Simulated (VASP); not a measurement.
Crystal: ZrS.

```xyz
2
Lattice="0.0000 2.6250 2.6250 2.6250 0.0000 2.6250 2.6250 2.6250 0.0000" Properties=species:S:1:pos:R:3 pbc="T T T"
Zr    0.0000    0.0000    0.0000
S     2.6250    2.6250    2.6250
```

| Quantity | Value |
| --- | --- |
| Program | VASP 6.6.1 |
| Task | relaxation of cell and atoms |
| Functional | r2SCAN |
| Potentials or basis | VASP PAW PBE potentials, release 64 (Zr_sv, S) |
| Cutoff | 600 eV |
| k mesh | 4 × 4 × 4 |
| Occupations | gaussian, width 0.1 eV |
| Spin | no spin polarisation |

At the start: pressure -2.4 GPa; volume 18.09 Å³/atom.

Problem. Where does the relaxation end?

Solution. Over 3 steps the energy falls by 2.4 meV/atom and the volume is 17.77 Å³/atom (-1.8 %); space group Fm-3m (No. 225, to 0.05 Å).

The path:
| step | energy change (eV) | largest force (eV/Å) | pressure (GPa) | volume (Å³) |
| --- | --- | --- | --- | --- |
| 1 | 0.0000 | 0.0000 | -2.39 | 36.18 |
| 2 | 0.0025 | 0.0000 | 3.18 | 34.78 |
| 3 | -0.0048 | 0.0000 | -0.02 | 35.54 |

Final structure:
```
Zr S
1.0
     0.00000    2.60953    2.60953
     2.60953    0.00000    2.60953
     2.60953    2.60953    0.00000
Zr S
1 1
Direct
  0.00000 0.00000 0.00000
  0.50000 0.50000 0.50000
```

Caveat: the k points lie up to 0.52 Å⁻¹ apart in the final cell; the PAW data sets were made with another functional, which shifts forces and pressure a little.
